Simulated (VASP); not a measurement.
# KI (F-43m) in VASP: further runs

The runs below take KI through single point, with PBE0, r2SCAN0, HSE06.

All numbers are computed with VASP 6.6.1; they aren't measurements. Logs are shortened: lines on timing, memory, paths and dates and some standing lists are left out, and cuts for length are marked.

### Step 1. The cell of the first run

Symmetry: F-43m, No. 216, cubic system. The conventional cell has a = 7.932 Å, b = 7.932 Å, c = 7.932 Å, α = 90.00°, β = 90.00°, γ = 90.00°. Within 4.5 Å of K (site symmetry -43m) lie 4 I at 3.43 Å. Within 4.5 Å of I (site symmetry -43m) lie 4 K at 3.43 Å.

### Step 2. Single point, PBE0

Input file POSCAR:

```
KI
1.0
    0.0000000000      3.9658927787      3.9658927787
    3.9658927787      0.0000000000      3.9658927787
    3.9658927787      3.9658927787      0.0000000000
K I
1 1
Direct
    0.0000000000      0.0000000000      0.0000000000
    0.2500000000      0.2500000000      0.2500000000
```

Input file INCAR.step1:

```
SYSTEM = KI
PREC = Accurate
ENCUT = 520
EDIFF = 1E-5
ISMEAR = 0
SIGMA = 0.01
LREAL = .False.
LASPH = .True.
NELM = 60
ALGO = Normal
ISIF = 2
LWAVE = .True.
LCHARG = .False.
NBANDS = 15
GGA = PE
```

Input file INCAR.step2:

```
SYSTEM = KI
PREC = Accurate
ENCUT = 520
EDIFF = 1E-6
ISMEAR = 0
SIGMA = 0.01
LREAL = .False.
LASPH = .True.
NELM = 60
ALGO = Normal
ISIF = 2
LWAVE = .False.
LCHARG = .False.
GGA = PE
LHFCALC = .True.
AEXX = 0.25
PRECFOCK = Normal
NBANDS = 15
ISTART = 1
```

Input file KPOINTS:

```
regular mesh
0
Gamma
  4 4 4
  0 0 0
```

Potentials or basis: VASP PAW PBE potentials, release 64 (K_sv, I).

On the command line:

```
$ cat potpaw_PBE.64/K_sv/POTCAR potpaw_PBE.64/I/POTCAR > POTCAR
$ cp INCAR.step1 INCAR
$ mpirun -np 1 vasp_std > vasp.out
$ cp INCAR.step2 INCAR
$ mpirun -np 1 vasp_std > vasp.out
```

OUTCAR:

```text
SYSTEM = KI
   PREC = Accurate
   ENCUT = 520
   EDIFF = 1E-6
   ISMEAR = 0
   LREAL = .False.
   LASPH = .True.
   NELM = 60
   ISIF = 2
   GGA = PE
   LHFCALC = .True.
   AEXX = 0.25
   PRECFOCK = Normal
   ISTART = 1

 ion  position               nearest neighbor table
   1  0.000  0.000  0.000-   2 3.43   2 3.43   2 3.43   2 3.43
   2  0.250  0.250  0.250-   1 3.43   1 3.43   1 3.43   1 3.43

  LATTYP: Found a face centered cubic cell.
 ALAT       =     7.9317855574

  Lattice vectors:

 A1 = (   0.0000000000,   3.9658927787,   3.9658927787)
 A2 = (   3.9658927787,   0.0000000000,   3.9658927787)
 A3 = (   3.9658927787,   3.9658927787,   0.0000000000)

Analysis of symmetry for initial positions (statically):
=====================================================================
 Subroutine PRICEL returns:
 Original cell was already a primitive cell.

 Routine SETGRP: Setting up the symmetry group for a
 face centered cubic supercell.

 Subroutine GETGRP returns: Found 24 space group operations
 (whereof 24 operations were pure point group operations)
 out of a pool of 48 trial point group operations.

The static configuration has the point symmetry T_d .

Analysis of symmetry for dynamics (positions and initial velocities):
=====================================================================
 Subroutine PRICEL returns:
 Original cell was already a primitive cell.

 Routine SETGRP: Setting up the symmetry group for a
 face centered cubic supercell.

 Subroutine GETGRP returns: Found 24 space group operations
 (whereof 24 operations were pure point group operations)
 out of a pool of 48 trial point group operations.

The dynamic configuration has the point symmetry T_d .

 Subroutine INISYM returns: Found 24 space group operations
 (whereof 24 operations are pure point group operations),
 and found     1 'primitive' translations

----------------------------------------------------------------------------------------

                                     Primitive cell

  volume of cell :     124.7535

  direct lattice vectors                    reciprocal lattice vectors
     0.000000000  3.965892779  3.965892779    -0.126075017  0.126075017  0.126075017
     3.965892779  0.000000000  3.965892779     0.126075017 -0.126075017  0.126075017
     3.965892779  3.965892779  0.000000000     0.126075017  0.126075017 -0.126075017

  length of vectors
     5.608619355  5.608619355  5.608619355     0.218368335  0.218368335  0.218368335

  position of ions in fractional coordinates (direct lattice)
     0.000000000  0.000000000  0.000000000
     0.250000000  0.250000000  0.250000000

  ion indices of the primitive-cell ions
   primitive index   ion index
                 1           1
                 2           2

----------------------------------------------------------------------------------------

 KPOINTS: regular mesh

Automatic generation of k-mesh.
 Grid dimensions read from file:
 generate k-points for:    4    4    4

 Generating k-lattice:

  Cartesian coordinates                     Fractional coordinates (reciprocal lattice)
    -0.031518754  0.031518754  0.031518754     0.250000000  0.000000000  0.000000000
     0.031518754 -0.031518754  0.031518754     0.000000000  0.250000000  0.000000000
     0.031518754  0.031518754 -0.031518754     0.000000000  0.000000000  0.250000000

  Length of vectors
     0.054592084  0.054592084  0.054592084

  Shift w.r.t. Gamma in fractional coordinates (k-lattice)
     0.000000000  0.000000000  0.000000000

 Subroutine IBZKPT returns following result:
 ===========================================

 Found      8 irreducible k-points:

 Following reciprocal coordinates:
            Coordinates               Weight
  0.000000  0.000000  0.000000      1.000000
  0.250000  0.000000  0.000000      8.000000
  0.500000  0.000000  0.000000      4.000000
  0.250000  0.250000  0.000000      6.000000
  0.500000  0.250000  0.000000     24.000000
 -0.250000  0.250000  0.000000     12.000000
  0.500000  0.500000  0.000000      3.000000
 -0.250000  0.500000  0.250000      6.000000
   k-points           NKPTS =      8   k-points in BZ     NKDIM =     64   number of bands    NBANDS=     15
   number of dos      NEDOS =    301   number of ions     NIONS =      2
   total plane-waves  NPLWV =  74088
   dimension x,y,z NGX =    42 NGY =   42 NGZ =   42
   dimension x,y,z NGXF=    84 NGYF=   84 NGZF=   84
   ions per type =               1   1
   NGX,Y,Z   is equivalent  to a cutoff of  12.45, 12.45, 12.45 a.u.
   NGXF,Y,Z  is equivalent  to a cutoff of  24.90, 24.90, 24.90 a.u.
 SYSTEM =  KI
   PREC   = accura    normal or accurate (medium, high low for compatibility)
   ISTART =      1    job   : 0-new  1-cont  2-samecut
   ICHARG =      0    charge: 1-file 2-atom 10-const
   ISPIN  =      1    spin polarized calculation?
   LNONCOLLINEAR =      F non collinear calculations
   LSORBIT =      F    spin-orbit coupling
   LASPH  =      T    aspherical Exc in radial PAW
   ENCUT  =  520.0 eV  38.22 Ry    6.18 a.u.  10.43 10.43 10.43*2*pi/ulx,y,z
   NELM   =     60;   NELMIN=  2; NELMDL=  0     # of ELM steps
   EDIFF  = 0.1E-05   stopping-criterion for ELM
   LREAL  =      F    real-space projection
   EDIFFG = 0.1E-04   stopping-criterion for IOM
   NSW    =      0    number of steps for IOM
   IBRION =     -1    ionic relax: 0-MD 1-quasi-New 2-CG
   NFREE  =      0    steps in history (QN), initial steepest desc. (CG)
   ISIF   =      2    stress and relaxation
   ISYM   =      3    0-nonsym 1-usesym 2-fastsym
   POTIM  = 0.5000    time-step for ionic-motion
   TEBEG  =    0.0;   TEEND  =   0.0 temperature during run
   PSTRESS=    0.0 pullay stress
   NELECT =      16.0000    total number of electrons
   NUPDOWN=      -1.0000    fix difference up-down
   EMIN   =  10.00;   EMAX   =-10.00  energy-range for DOS
   EFERMI =   0.00;   METHOD = LEGACY
   ISMEAR =     0;   SIGMA  =   0.01  broadening in eV -4-tet -1-fermi 0-gaus
   EFERMI_NEDOS =   21; number of points for ismear=-14 and -15
   IALGO  =     38    algorithm
   IMIX   =      1    mixing-type and parameters
     AMIX     =   0.40;   BMIX     =  1.00
     AMIX_MAG =   1.60;   BMIX_MAG =  1.00
  volume/ion in A,a.u.               =      62.38       420.94
  Fermi-wavevector in a.u.,A,eV,Ry     =   0.825589  1.560137  9.273691  0.681597
  Thomas-Fermi vector in A             =   1.937474
   LORBIT       =      0    0 simple, 1 ext, 2 COOP (PROOUT), +10 PAW based schemes
   GGA     = PE    functional components
   LHFCALC =     T    Hartree Fock is set to
   PRECFOCK=normal    Normal, Fast or Accurate (Low or Medium for compatibility)
   ENCUT4O =  -1.0   cutoff for four orbital integrals eV
   NKREDX  =     1    reduce k-point grid by
   NKREDY  =     1    reduce k-point grid by
   NKREDZ  =     1    reduce k-point grid by
   AEXX    =    0.2500 exact exchange contribution
   HFSCREEN=    0.0000 screening length (either q_TF or 0.3 A-1)
   HFSCREENC=   0.0000 screening length for correlation (either q_TF or 0.3 A-1)
   ENCUTFOCK=  -1.0 apply spherical cutoff to Coloumb kernel
   IVDW    =     0    specifies the selected vdW correction
   LEPSILON=     F    determine dielectric tensor
   LRPA    =     F    only Hartree local field effects (RPA)
 non-spin polarized calculation
 Gauss-broadening in eV      SIGMA  =   0.01
  energy-cutoff  :      520.00
  volume of cell :      124.75
 maximum number of plane-waves:      3383
 NGX is ok and might be reduce to    42
  NGX = 32; NGY = 32; NGZ = 32

 number of electron      16.0000003 magnetization

 Free energy of the ion-electron system (eV)
  ---------------------------------------------------
  ext. energy  EPLUGINS =         0.00000000
  ---------------------------------------------------
  free energy    TOTEN  =        -6.72169167 eV

  energy without entropy =       -6.72169167  energy(sigma->0) =       -6.72169167

 E-fermi :  -3.2408     XC(G=0):  -4.4971

 val. band max:       -3.3051131377   @ k =   0.0000   0.0000   0.0000
 cond. band min:       2.2965599104   @ k =   0.0000   0.0000   0.0000
 fundamental gap:      5.6016730481
 Fermi energy:        -3.2408242371

 k-point     1 :       0.0000    0.0000    0.0000
  band No.  band energies     occupation
      1     -34.1215      2.00000
      2     -16.2497      2.00000
      3     -16.2497      2.00000
      4     -16.2497      2.00000
      5     -14.2004      2.00000
      6      -3.3051      2.00000
      7      -3.3051      2.00000
      8      -3.3051      2.00000
      9       2.2966      0.00000
     10       6.2442      0.00000
     11       6.2442      0.00000
     12       6.7022      0.00000
     13       6.7022      0.00000
     14       6.7022      0.00000
     15       7.9132      0.00000

 k-point     2 :       0.2500    0.0000    0.0000
  band No.  band energies     occupation
      1     -34.1212      2.00000
      2     -16.2831      2.00000
      3     -16.2515      2.00000
      4     -16.2515      2.00000
      5     -14.1432      2.00000
      6      -3.5758      2.00000
      7      -3.3108      2.00000
      8      -3.3108      2.00000
      9       3.1246      0.00000
     10       5.8153      0.00000
     11       5.8153      0.00000
     12       5.8869      0.00000
     13       7.1110      0.00000
     14       7.1853      0.00000
     15       7.1853      0.00000

 k-point     3 :       0.5000    0.0000    0.0000
  band No.  band energies     occupation
      1     -34.1210      2.00000
      2     -16.3149      2.00000
      3     -16.2533      2.00000
      4     -16.2533      2.00000
      5     -14.0877      2.00000
      6      -3.7981      2.00000
      7      -3.3171      2.00000
      8      -3.3171      2.00000
      9       4.0958      0.00000
     10       4.9399      0.00000
     11       5.6732      0.00000
     12       5.6732      0.00000
     13       7.2693      0.00000
     14       7.2693      0.00000
     15       7.8179      0.00000

 k-point     4 :       0.2500    0.2500    0.0000
  band No.  band energies     occupation
      1     -34.1211      2.00000
      2     -16.2903      2.00000
      3     -16.2539      2.00000
      4     -16.2539      2.00000
      5     -14.1245      2.00000
      6      -3.5976      2.00000
      7      -3.3413      2.00000
      8      -3.3413      2.00000
      9       3.3587      0.00000
     10       4.9633      0.00000
     11       5.8948      0.00000
     12       6.7398      0.00000
     13       7.1029      0.00000
     14       7.1029      0.00000
     15       7.9436      0.00000

 k-point     5 :       0.5000    0.2500    0.0000
  band No.  band energies     occupation
      1     -34.1209      2.00000
      2     -16.3188      2.00000
      3     -16.2586      2.00000
      4     -16.2557      2.00000
      5     -14.0695      2.00000
      6      -3.7210      2.00000
      7      -3.4477      2.00000
      8      -3.3468      2.00000
      9       4.0704      0.00000
     10       4.7749      0.00000
     11       5.6748      0.00000
     12       6.2361      0.00000
     13       7.3212      0.00000
     14       7.5026      0.00000
     15       7.9622      0.00000

 k-point     6 :      -0.2500    0.2500    0.0000
  band No.  band energies     occupation
      1     -34.1210      2.00000
      2     -16.3098      2.00000
      3     -16.2586      2.00000
      4     -16.2533      2.00000
      5     -14.0876      2.00000
      6      -3.6580      2.00000
      7      -3.4719      2.00000
      8      -3.3163      2.00000
      9       4.0530      0.00000
     10       5.0137      0.00000
     11       5.5894      0.00000
     12       5.6517      0.00000
     13       7.3589      0.00000
     14       7.4764      0.00000
     15       7.9419      0.00000

 k-point     7 :       0.5000    0.5000    0.0000
  band No.  band energies     occupation
      1     -34.1208      2.00000
      2     -16.3282      2.00000
      3     -16.2582      2.00000
      4     -16.2582      2.00000
      5     -14.0514      2.00000
      6      -3.8162      2.00000
      7      -3.3755      2.00000
      8      -3.3755      2.00000
      9       3.6537      0.00000
     10       4.7282      0.00000
     11       6.5052      0.00000
     12       7.1069      0.00000
     13       7.1069      0.00000
     14       7.5639      0.00000
     15       7.7378      0.00000

 k-point     8 :      -0.2500    0.5000    0.2500
  band No.  band energies     occupation
      1     -34.1208      2.00000
      2     -16.3258      2.00000
      3     -16.2606      2.00000
      4     -16.2582      2.00000
      5     -14.0515      2.00000
      6      -3.6370      2.00000
      7      -3.5716      2.00000
      8      -3.3858      2.00000
      9       4.0026      0.00000
     10       4.9554      0.00000
     11       6.0372      0.00000
     12       6.0995      0.00000
     13       7.1699      0.00000
     14       7.6413      0.00000
     15       8.0700      0.00000

------------------------ aborting loop because EDIFF is reached ----------------------------------------

  FORCE on cell =-STRESS in cart. coord.  units (eV):
  Direction    XX          YY          ZZ          XY          YZ          ZX
  --------------------------------------------------------------------------------------
  -------------------------------------------------------------------------------------
  Total        0.0600495      0.0600495      0.0600495     -0.0000000      0.0000000      0.0000000
  in kB        0.7712003      0.7712003      0.7712003     -0.0000000      0.0000000      0.0000000
  external PRESSURE =       0.7712003 kB  Pullay stress =       0.0000000 kB

 VOLUME and BASIS-vectors are now :
 -----------------------------------------------------------------------------
  energy-cutoff  :      520.00
  volume of cell :      124.75
      direct lattice vectors                 reciprocal lattice vectors
     0.000000000  3.965892779  3.965892779    -0.126075017  0.126075017  0.126075017
     3.965892779  0.000000000  3.965892779     0.126075017 -0.126075017  0.126075017
     3.965892779  3.965892779  0.000000000     0.126075017  0.126075017 -0.126075017

 POSITION                                       TOTAL-FORCE (eV/Angst)
 -----------------------------------------------------------------------------------
      0.00000      0.00000      0.00000        -0.000000     -0.000000     -0.000000
      1.98295      1.98295      1.98295         0.000000      0.000000      0.000000
 -----------------------------------------------------------------------------------
    total drift:                                0.000004     -0.000003     -0.000001

  FREE ENERGIE OF THE ION-ELECTRON SYSTEM (eV)
  ---------------------------------------------------
  free  energy   TOTEN  =        -6.7216916695 eV

  energy  without entropy=       -6.7216916695  energy(sigma->0) =       -6.72169167
```

Run time: 4.1 min. Hardware: 1 thread of Intel Xeon 6975P-C (Granite Rapids), shared host; peak memory 0.28 GiB.

Results:

| Item | Value |
| --- | --- |
| Free energy | -6.7217 eV |
| Pressure | 0.1 GPa |
| Band gap on the k mesh | 5.60 eV |

Levels at points of the mesh, in eV from the valence-band top:
| k point | band 6 | band 7 | band 8 | band 9 | band 10 | band 11 |
| --- | --- | --- | --- | --- | --- | --- |
| (0.00, 0.00, 0.00) | 0.00 | 0.00 | 0.00 | 5.60 | 9.55 | 9.55 |
| (0.50, 0.00, 0.00) | -0.49 | -0.01 | -0.01 | 7.40 | 8.24 | 8.98 |
| (0.50, 0.50, 0.00) | -0.51 | -0.07 | -0.07 | 6.96 | 8.03 | 9.81 |

Caveat: the PAW data sets were made with another functional, which shifts forces and pressure a little; spin-orbit coupling is left out, which moves the levels of the heavy elements.

### Step 3. Single point, r2SCAN0

POSCAR is that of step 2.

Input file INCAR.step1:

```
  PREC = Accurate
  ENCUT = 520
  EDIFF = 1E-5
  ISMEAR = 0
  SIGMA = 0.01
  LREAL = F
  LASPH = T
  NELM = 80
  ALGO = Normal
  ISIF = 2
  LWAVE = T
  LCHARG = F
  NBANDS = 15
  GGA = PE
```

Input file INCAR.step2:

```
  PREC = Accurate
  ENCUT = 520
  EDIFF = 1E-6
  ISMEAR = 0
  SIGMA = 0.01
  LREAL = F
  LASPH = T
  NELM = 80
  ALGO = Normal
  ISIF = 2
  LWAVE = F
  LCHARG = F
  METAGGA = R2SCAN
  LHFCALC = T
  AEXX = 0.25
  LMIXTAU = T
  PRECFOCK = Normal
  NBANDS = 15
  ISTART = 1
```

Input file KPOINTS:

```
regular mesh
0
Gamma
  4 4 4
```

Potentials or basis: VASP PAW PBE potentials, release 64 (K_sv, I).

On the command line:

```
$ cat potpaw_PBE.64/K_sv/POTCAR potpaw_PBE.64/I/POTCAR > POTCAR
$ cp INCAR.step1 INCAR
$ mpirun -np 1 vasp_std > vasp.out
$ cp INCAR.step2 INCAR
$ mpirun -np 1 vasp_std > vasp.out
```

Wall time 5.7 min (1 thread of Intel Xeon 6975P-C (Granite Rapids), shared host); peak memory 0.31 GiB.

The run converged. Its results:

```yaml
Free_energy: -28.0354 eV
Pressure: -0.1 GPa
Band_gap_on_the_k_mesh: 5.85 eV
```

Levels at points of the mesh, in eV from the valence-band top:
```
           k point  band 5  band 6  band 7  band 8  band 9  band 10  band 11  band 12
(0.00, 0.00, 0.00)  -11.11    0.00    0.00    0.00    5.85     9.93     9.93    10.38
(0.50, 0.00, 0.00)  -11.00   -0.50   -0.01   -0.01    7.72     8.45     9.30     9.30
(0.50, 0.50, 0.00)  -10.96   -0.51   -0.07   -0.07    7.13     8.35    10.27    10.82
```

Caveat: the PAW data sets were made with another functional, which shifts forces and pressure a little; spin-orbit coupling is left out, which moves the levels of the heavy elements.

### Step 4. Single point, HSE06

This run uses another cell than the first one, of 63.10 Å³/atom.

Input file POSCAR:

```
KI
1.0
    0.0000000000      3.9812170156      3.9812170156
    3.9812170156      0.0000000000      3.9812170156
    3.9812170156      3.9812170156      0.0000000000
K I
1 1
Direct
    0.0000000000      0.0000000000      0.0000000000
    0.2500000000      0.2500000000      0.2500000000
```

Input file INCAR.step1:

```
  ALGO = Normal
  EDIFF = 1E-5
  ENCUT = 520
  GGA = PE
  ISIF = 2
  ISMEAR = -1
  LASPH = True
  LREAL = False
  LWAVE = True
  NBANDS = 15
  NELM = 80
  PREC = Accurate
  SIGMA = 0.02
```

Input file INCAR.step2:

```
  ALGO = Normal
  EDIFF = 1E-7
  ENCUT = 520
  GGA = PE
  HFSCREEN = 0.2079
  ISIF = 2
  ISMEAR = -1
  ISTART = 1
  LASPH = True
  LCHARG = True
  LELF = True
  LHFCALC = True
  LREAL = False
  LVHAR = True
  LWAVE = False
  NBANDS = 15
  NELM = 80
  PREC = Accurate
  PRECFOCK = Normal
  SIGMA = 0.02
```

Input file KPOINTS:

```
k-points
0
Gamma
  4 4 4
```

On the command line:

```
$ cat potpaw_PBE.64/K_sv/POTCAR potpaw_PBE.64/I/POTCAR > POTCAR
$ cp INCAR.step1 INCAR
$ mpirun -np 1 vasp_std > vasp.out
$ cp INCAR.step2 INCAR
$ mpirun -np 1 vasp_std > vasp.out
```

Wall time 4.5 min (1 thread of Intel Xeon 6975P-C (Granite Rapids), shared host); peak memory 0.38 GiB.

The run converged. Its results:

```
Free energy            : -6.2143 eV
Pressure               : 0.0 GPa
Band gap on the k mesh : 4.86 eV
```

Levels at points of the mesh, in eV from the valence-band top:
| k point | band 5 | band 6 | band 7 | band 8 | band 9 | band 10 | band 11 | band 12 |
| --- | --- | --- | --- | --- | --- | --- | --- | --- |
| (0.00, 0.00, 0.00) | -10.86 | 0.00 | 0.00 | 0.00 | 4.86 | 8.76 | 8.76 | 9.22 |
| (0.50, 0.00, 0.00) | -10.76 | -0.47 | -0.01 | -0.01 | 6.63 | 7.47 | 8.20 | 8.20 |
| (0.50, 0.50, 0.00) | -10.72 | -0.49 | -0.07 | -0.07 | 6.22 | 7.27 | 8.97 | 9.61 |

Caveat: the PAW data sets were made with another functional, which shifts forces and pressure a little; spin-orbit coupling is left out, which moves the levels of the heavy elements.

### Step 5. The runs side by side

```tsv
level	cell	smearing	screening parameter	gap on the mesh (eV)	pressure (GPa)
PBE0	a = 5.609 Å, angles 60.0°, 2 atoms	gaussian 0.01 eV	-	5.60	0.1
r2SCAN0	a = 5.609 Å, angles 60.0°, 2 atoms	gaussian 0.01 eV	-	5.85	-0.1
HSE06	a = 5.630 Å, angles 60.0°, 2 atoms	fermi-dirac 0.02 eV	0.2079 1/Å	4.86	0.0
```

Alike in all rows: task single point; potentials or basis VASP PAW PBE potentials, release 64 (K_sv, I); no spin polarisation; k mesh 4 × 4 × 4; cutoff (eV) 520.

Caveats: the PAW data sets were made with another functional, which shifts forces and pressure a little; spin-orbit coupling is left out, which moves the levels of the heavy elements.

Absolute energies hang on the potentials; compare differences alone.
